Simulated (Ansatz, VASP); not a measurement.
# Si in VASP and in Ansatz

INCAR

```
PREC = Accurate
ENCUT = 520
EDIFF = 1E-6
ISMEAR = 0
SIGMA = 0.1
LREAL = False
LASPH = True
NELM = 80
ALGO = Normal
ISIF = 2
LWAVE = False
LCHARG = False
LDIPOL = True
IDIPOL = 3
DIPOL = 0.5 0.5 0.500
GGA = PE
NBANDS = 11
```

Contents of KPOINTS:

```
regular mesh
0
Gamma
  15 15 1
```

File POSCAR:

```
Si
1.0
    3.9990000000      0.0000000000      0.0000000000
   -1.9995000000      3.4632355897      0.0000000000
    0.0000000000      0.0000000000     28.0000000000
Si
2
Direct
    0.3333333333      0.6666666667      0.5178571429
    0.6666666667      0.3333333333      0.4821428571
```

Input for Ansatz:

```yaml
crystal:
  lattice:
    - [3.999, 0.0, 0.0]
    - [-1.9995, 3.4632355897, 0.0]
    - [0.0, 0.0, 28.0]
  atoms:
    - { symbol: Si, position: [0.3333333333, 0.6666666667, 0.5178571429] }
    - { symbol: Si, position: [0.6666666667, 0.3333333333, 0.4821428571] }
  periodic: [true, true, false]
basis:
  ecutwfc: 420
kpoints:
  mp_grid: { grid: [15, 15, 1] }
hamiltonian:
  xc: pbe
  pseudopotentials: { kind: paw, azcp: { folder: soft_1 } }
scf:
  occupations: { method: gaussian, width: 0.1 }
output:
  forces: true
  stress: true
  eigenvalues: true
```

Alike in both runs: task single point; functional PBE; k mesh 15 × 15 × 1; occupations gaussian, width 0.1 eV; no spin polarisation.

|  | VASP | Ansatz |
| --- | --- | --- |
| version | VASP 6.6.1 | Ansatz 0.2.0 |
| potentials or method | VASP PAW PBE potentials, release 64 (Si), cutoff 520 eV | scalar-relativistic, plane waves, PAW |
| valence electrons in the cell | 8 | 8 |

Ansatz gave:

| Item | Value |
| --- | --- |
| gap on the k mesh at the Fermi level (eV) | none |
| rms of the force components (eV/Å) | 1.312 |

**Question.** Estimate VASP's values.

**Answer.** gap on the k mesh at the Fermi level (eV): none; rms of the force components (eV/Å): 1.314.

Atom by atom the forces differ by 0.002 eV/Å (rms over components). A gap of «none» marks a metal or a gap that the smearing closes.
